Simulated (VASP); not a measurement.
TiCo:

```
Co Ti
1.0
     3.04468    0.00000    0.00000
     0.00000    3.04468    0.00000
     0.00000    0.00000    3.04468
Co Ti
1 1
Direct
  0.50000 0.50000 0.50000
  0.00000 0.00000 0.00000
```

Base run:

- Program: VASP 6.6.1
- Functional: PBE
- Potentials or basis: VASP PAW PBE potentials, release 64 (Co, Ti_sv)
- Cutoff: 520 eV
- k mesh: 9 × 9 × 9
- Occupations: fermi-dirac, width 0.05 eV
- Spin: collinear spin, ferromagnetic start
- Starting moments: [2.0, 1.0] μB

Its results: pressure -9.2 GPa; net moment 0.86 μB per cell; site moments Co +1.00; Ti -0.07 μB.

After a change of settings the same cell gave: pressure -15.9 GPa; net moment 0.81 μB per cell; site moments Co +0.92; Ti -0.05 μB. Which change was it?
A. potentials or basis from VASP PAW PBE potentials, release 64 (Co, Ti_sv) to VASP PAW PBE potentials, release 64 (Co_sv, Ti_sv); cutoff from 520 eV to 600 eV; further incar settings from ALGO = Fast; EDIFF = 1e-06; NBANDS = 22 to ALGO = Normal; EDIFF = 1e-06; NBANDS = 26; valence electrons from 21 to 29
B. functional from PBE to PBEsol; further incar settings from ALGO = Fast; EDIFF = 1e-06; NBANDS = 22 to ALGO = Normal; EDIFF = 1e-07; NBANDS = 22
C. functional from PBE to LDA; potentials or basis from VASP PAW PBE potentials, release 64 (Co, Ti_sv) to VASP PAW LDA potentials, release 64 (Co, Ti_sv)

B.

Caveats: the PAW data sets were made with another functional, which shifts forces and pressure a little (some runs).
